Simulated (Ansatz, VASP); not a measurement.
**One calculation of Mg2Si, two programs**

```xyz
3
Lattice="0.0000 3.1690 3.1690 3.1690 0.0000 3.1690 3.1690 3.1690 0.0000" Properties=species:S:1:pos:R:3 pbc="T T T"
Si    0.0000    0.0000    0.0000
Mg    1.5845    1.5845    1.5845
Mg    4.7534    4.7534    4.7534
```

Alike in both runs: task single point; functional LDA; k mesh 4 × 4 × 4; no spin polarisation.

```csv
,VASP,Ansatz
version,VASP 6.6.1,Ansatz 0.2.0
potentials or method,"VASP PAW LDA potentials, release 64 (Si, Mg)","plane waves, PAW"
plane-wave cutoff (eV),600,420
occupations,"gaussian, width 0.01 eV",fixed
valence electrons in the cell,8,24
```

|  | VASP | Ansatz | Ansatz less VASP |
| --- | --- | --- | --- |
| gap on the k mesh at the Fermi level (eV) | 0.11 | 0.11 | +0.001 |

LDA's correlation is that of Perdew and Zunger in VASP and of Perdew and Wang (1992) in Ansatz. VASP's potentials hold 8 valence electrons a cell and Ansatz's 24, so a difference there can come from the potentials and not from the codes.

The k mesh is coarse, so the values compare programs but aren't converged.
